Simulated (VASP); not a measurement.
# SiO2 (P4_2/mnm) in VASP: elastic constants with LDA

Aim: the elastic constants of SiO2 with LDA.

All numbers are computed with VASP 6.6.1; they aren't measurements. Logs are shortened: lines on timing, memory, paths and dates and some standing lists are left out, and cuts for length are marked.

### 1 The cell of the first run

It takes space group P4_2/mnm (No. 136, tetragonal). Conventional cell: a = 4.155 Å, b = 4.155 Å, c = 2.662 Å, α = 90.00°, β = 90.00°, γ = 90.00°. Si (site symmetry mmm) has 6 O at 1.75 to 1.80 Å within 2.3 Å. Within 2.3 Å of O (site symmetry m2m) lie 3 Si at 1.75 to 1.80 Å and 1 O at 2.28 Å.

### 2 Elastic constants, LDA

INCAR

```
PREC = Accurate
ENCUT = 600
EDIFF = 1E-8
ISMEAR = 1
SIGMA = 0.1
LREAL = False
LASPH = True
NELM = 120
ALGO = Normal
ISIF = 3
LWAVE = False
LCHARG = False
NBANDS = 25
IBRION = 6
NFREE = 2
POTIM = 0.015
NSW = 1
GGA_COMPAT = False
```

KPOINTS

```
regular mesh
0
Gamma
  6 6 8
```

POSCAR

```
SiO2
1.0
    4.1551681548      0.0000000000      0.0000000000
    0.0000000000      4.1551681548      0.0000000000
    0.0000000000      0.0000000000      2.6615384372
Si O
2 4
Direct
    0.0000000000      0.0000000000      0.0000000000
    0.5000000000      0.5000000000      0.5000000000
    0.3055747785      0.3055747785      0.0000000000
    0.1944252215      0.8055747785      0.5000000000
    0.6944252215      0.6944252215      0.0000000000
    0.8055747785      0.1944252215      0.5000000000
```

Potentials or basis: VASP PAW LDA potentials, release 64 (Si, O).

Started as:

```bash
$ cat potpaw_LDA.64/Si/POTCAR potpaw_LDA.64/O/POTCAR > POTCAR
$ mpirun -np 1 vasp_std > vasp.out
```

OUTCAR:

```text
PREC = Accurate
   ENCUT = 600
   EDIFF = 1E-8
   ISMEAR = 1
   LREAL = False
   LASPH = True
   NELM = 120
   ISIF = 3
   IBRION = 6
   NFREE = 2
   POTIM = 0.015
   NSW = 1

 ion  position               nearest neighbor table
   1  0.000  0.000  0.000-   4 1.75   6 1.75   4 1.75   6 1.75   5 1.80   3 1.80
   2  0.500  0.500  0.500-   3 1.75   5 1.75   3 1.75   5 1.75   4 1.80   6 1.80
   3  0.306  0.306  0.000-   2 1.75   2 1.75   1 1.80
   4  0.194  0.806  0.500-   1 1.75   1 1.75   2 1.80
   5  0.694  0.694  0.000-   2 1.75   2 1.75   1 1.80
   6  0.806  0.194  0.500-   1 1.75   1 1.75   2 1.80

  LATTYP: Found a simple tetragonal cell.
 ALAT       =     4.1551681548
 C/A-ratio  =     0.6405368779

  Lattice vectors:

 A1 = (   4.1551681548,   0.0000000000,   0.0000000000)
 A2 = (   0.0000000000,   4.1551681548,   0.0000000000)
 A3 = (   0.0000000000,   0.0000000000,   2.6615384372)

Analysis of symmetry for initial positions (statically):
=====================================================================
 Subroutine PRICEL returns:
 Original cell was already a primitive cell.

 Routine SETGRP: Setting up the symmetry group for a
 simple tetragonal supercell.

 Subroutine GETGRP returns: Found 16 space group operations
 (whereof  8 operations were pure point group operations)
 out of a pool of 16 trial point group operations.

The static configuration has the point symmetry D_2h.
 The point group associated with its full space group is D_4h.

Analysis of symmetry for dynamics (positions and initial velocities):
=====================================================================
 Subroutine PRICEL returns:
 Original cell was already a primitive cell.

 Routine SETGRP: Setting up the symmetry group for a
 simple tetragonal supercell.

 Subroutine GETGRP returns: Found 16 space group operations
 (whereof  8 operations were pure point group operations)
 out of a pool of 16 trial point group operations.

The dynamic configuration has the point symmetry D_2h.
 The point group associated with its full space group is D_4h.

 Subroutine INISYM returns: Found 16 space group operations
 (whereof  8 operations are pure point group operations),
 and found     1 'primitive' translations

----------------------------------------------------------------------------------------

                                     Primitive cell

  volume of cell :      45.9526

  direct lattice vectors                    reciprocal lattice vectors
     4.155168155  0.000000000  0.000000000     0.240664147  0.000000000  0.000000000
     0.000000000  4.155168155  0.000000000     0.000000000  0.240664147  0.000000000
     0.000000000  0.000000000  2.661538437     0.000000000  0.000000000  0.375722547

  length of vectors
     4.155168155  4.155168155  2.661538437     0.240664147  0.240664147  0.375722547

  position of ions in fractional coordinates (direct lattice)
     0.000000000  0.000000000  0.000000000
     0.500000000  0.500000000  0.500000000
     0.305574779  0.305574779  0.000000000
     0.194425221  0.805574779  0.500000000
     0.694425221  0.694425221  0.000000000
     0.805574779  0.194425221  0.500000000

[... 130 lines left out ...]
  energy without entropy =      -51.98640080  energy(sigma->0) =      -51.98638670

------------------------ aborting loop because EDIFF is reached ----------------------------------------

  FORCE on cell =-STRESS in cart. coord.  units (eV):
  Direction    XX          YY          ZZ          XY          YZ          ZX
  --------------------------------------------------------------------------------------
  -------------------------------------------------------------------------------------
  Total        0.0845828      0.0845828      0.3421102      0.0000000      0.0000000      0.0000000
  in kB        2.9490528      2.9490528     11.9279724      0.0000000      0.0000000      0.0000000
  external PRESSURE =       5.9420260 kB  Pullay stress =       0.0000000 kB
[... 101 lines left out ...]
  FREE ENERGIE OF THE ION-ELECTRON SYSTEM (eV)
  ---------------------------------------------------
  free  energy   TOTEN  =       -51.9670656524 eV

  energy  without entropy=      -51.9670864780  energy(sigma->0) =      -51.96707259

[... ionic steps 4 to 18 ...]

--------------------------------------- Ionic step       19  -------------------------------------------

 number of electron      31.9999999 magnetization

------------------------ aborting loop because EDIFF is reached ----------------------------------------
[... 75 lines left out ...]
--------------------------------------- Ionic step       21  -------------------------------------------

 number of electron      31.9999998 magnetization

 Free energy of the ion-electron system (eV)
  ---------------------------------------------------
  ext. energy  EPLUGINS =         0.00000000
  ---------------------------------------------------
  free energy    TOTEN  =       -51.98406391 eV

  energy without entropy =      -51.98408506  energy(sigma->0) =      -51.98407096

 E-fermi :   8.3761     XC(G=0): -12.8019

 val. band max:        8.2922155987   @ k =   0.0000   0.0000   0.0000
 cond. band min:      14.1077999309   @ k =   0.0000   0.0000   0.0000
 fundamental gap:      5.8155843322
 Fermi energy:         8.3761135253

 k-point     1 :       0.0000    0.0000    0.0000
  band No.  band energies     occupation
      1     -14.2663      2.00000
      2     -10.4486      2.00000
      3     -10.4484      2.00000
      4     -10.1820      2.00000
      5      -2.7347      2.00000
      6       1.6951      2.00000
[... 661 lines left out ...]
     24      20.9824      0.00000
     25      21.7963      0.00000

 [... further k-points ...]

------------------------ aborting loop because EDIFF is reached ----------------------------------------

  FORCE on cell =-STRESS in cart. coord.  units (eV):
  Direction    XX          YY          ZZ          XY          YZ          ZX
  --------------------------------------------------------------------------------------
  -------------------------------------------------------------------------------------
  Total        0.0917431      0.0917431      0.3472143      0.0039749     -0.0501907     -0.0501907
  in kB        3.1987036      3.1987036     12.1059335      0.1385894     -1.7499421     -1.7499421
  external PRESSURE =       6.1677802 kB  Pullay stress =       0.0000000 kB
[... 21 lines left out ...]
  FREE ENERGIE OF THE ION-ELECTRON SYSTEM (eV)
  ---------------------------------------------------
  free  energy   TOTEN  =       -51.9840639106 eV

  energy  without entropy=      -51.9840850563  energy(sigma->0) =      -51.98407096

 INTERNAL STRAIN TENSORS FROM STRAINED CELLS
 ============================================

 INTERNAL STRAIN TENSOR FOR ION    1 for displacements in x,y,z  (eV/Angst):
          X           Y           Z          XY          YZ          ZX
  --------------------------------------------------------------------------------
  x     0.00000     0.00000     0.00000    -0.00000    -0.00000     0.00000
  y     0.00000     0.00000     0.00000     0.00000     0.00000    -0.00000
  z     0.00000     0.00000     0.00000     0.00000     0.00000     0.00000

 INTERNAL STRAIN TENSORS FROM DISPLACED ATOMS
 ============================================

 INTERNAL STRAIN TENSOR FOR ION    1 for displacements in x,y,z  (eV/Angst):
          X           Y           Z          XY          YZ          ZX
  --------------------------------------------------------------------------------
  x     0.00000     0.00000     0.00000     0.00000     0.00000     0.00000
  y     0.00000     0.00000     0.00000     0.00000     0.00000     0.00000
  z     0.00000     0.00000     0.00000     0.00000     0.00000     0.00000

 INTERNAL STRAIN TENSOR FOR ION    6 for displacements in x,y,z  (eV/Angst):
          X           Y           Z          XY          YZ          ZX
  --------------------------------------------------------------------------------
  x     8.87331     4.01369     1.04895    -1.62547     0.00000     0.00000
  y    -4.01369    -8.87331    -1.04895     1.62547     0.00000     0.00000
  z     0.00000     0.00000     0.00000     0.00000    -3.34537     3.34537

 Eigenvectors and eigenvalues of the dynamical matrix
 ----------------------------------------------------

   1 f  =   28.456129 THz   178.795131 2PiTHz  949.194288 cm-1   117.685040 meV
             X         Y         Z           dx          dy          dz
      0.000000  0.000000  0.000000    -0.000000    0.000000   -0.000000
      2.077584  2.077584  1.330769    -0.000000   -0.000000   -0.000000
      1.269715  1.269715  0.000000    -0.353553   -0.353553    0.000000
      0.807869  3.347299  1.330769    -0.353553    0.353553    0.000000
      2.885454  2.885454  0.000000     0.353553    0.353553    0.000000
      3.347299  0.807869  1.330769     0.353553   -0.353553    0.000000
[... 145 lines left out ...]
  18 f/i=    0.001647 THz     0.010347 2PiTHz    0.054929 cm-1     0.006810 meV
             X         Y         Z           dx          dy          dz
      0.000000  0.000000  0.000000    -0.000000   -0.000000   -0.483394
      2.077584  2.077584  1.330769    -0.000000   -0.000000   -0.483394
      1.269715  1.269715  0.000000    -0.000000   -0.000000   -0.364918
      0.807869  3.347299  1.330769    -0.000000   -0.000000   -0.364918
      2.885454  2.885454  0.000000    -0.000000   -0.000000   -0.364918
      3.347299  0.807869  1.330769    -0.000000   -0.000000   -0.364918

--------------------------------------------------------------------------------------------------------

 ELASTIC MODULI CONTR FROM IONIC RELAXATION (kBar)
 Direction    XX          YY          ZZ          XY          YZ          ZX
 --------------------------------------------------------------------------------
 XX        -931.0037    244.5221    -55.8769     -0.0000      0.0000      0.0000
 YY         244.5221   -931.0037    -55.8769      0.0000      0.0000     -0.0000
 ZZ         -55.8769    -55.8769     -9.0963      0.0000      0.0000      0.0000
 XY          -0.0000      0.0000      0.0000    -13.9021     -0.0000     -0.0000
 YZ           0.0000      0.0000      0.0000     -0.0000    -76.5896     -0.0000
 ZX           0.0000     -0.0000      0.0000     -0.0000     -0.0000    -76.5895
 --------------------------------------------------------------------------------

 TOTAL ELASTIC MODULI (kBar)
 Direction    XX          YY          ZZ          XY          YZ          ZX
 --------------------------------------------------------------------------------
 XX        4530.9463   2248.1735   1920.6030     -0.0000      0.0000      0.0000
 YY        2248.1735   4530.9463   1920.6030      0.0000      0.0000     -0.0000
 ZZ        1920.6030   1920.6030   7535.5645      0.0000      0.0000      0.0000
 XY          -0.0000      0.0000      0.0000   3270.9371     -0.0000     -0.0000
 YZ           0.0000      0.0000      0.0000     -0.0000   2558.3356     -0.0000
 ZX           0.0000     -0.0000      0.0000     -0.0000     -0.0000   2558.3356
 --------------------------------------------------------------------------------
```

It took 32 min on 1 thread of Intel Xeon 8259CL, shared host; peak memory 0.38 GiB.

Results:

- Voigt bulk modulus: 320 GPa
- Highest phonon frequency at Γ, LO-TO splitting left out: 949 cm⁻¹

Phonon frequencies in cm⁻¹ (negative: imaginary):
```csv
q point,frequencies
"(0.000, 0.000, 0.000)",0 0 0 218 387 469 469 589 589 590 590 592 666 757 765 826 826 949
```

Elastic tensor in Voigt notation (GPa, in the Cartesian axes of the cell as first typed):
```
453 225 192   0   0   0
225 453 192   0   0   0
192 192 754   0   0   0
  0   0   0 256   0   0
  0   0   0   0 256   0
  0   0   0   0   0 327
```

Clamped-ion elastic tensor (GPa):
```
546 200 198   0   0   0
200 546 198   0   0   0
198 198 754   0   0   0
  0   0   0 263   0   0
  0   0   0   0 263   0
  0   0   0   0   0 328
```
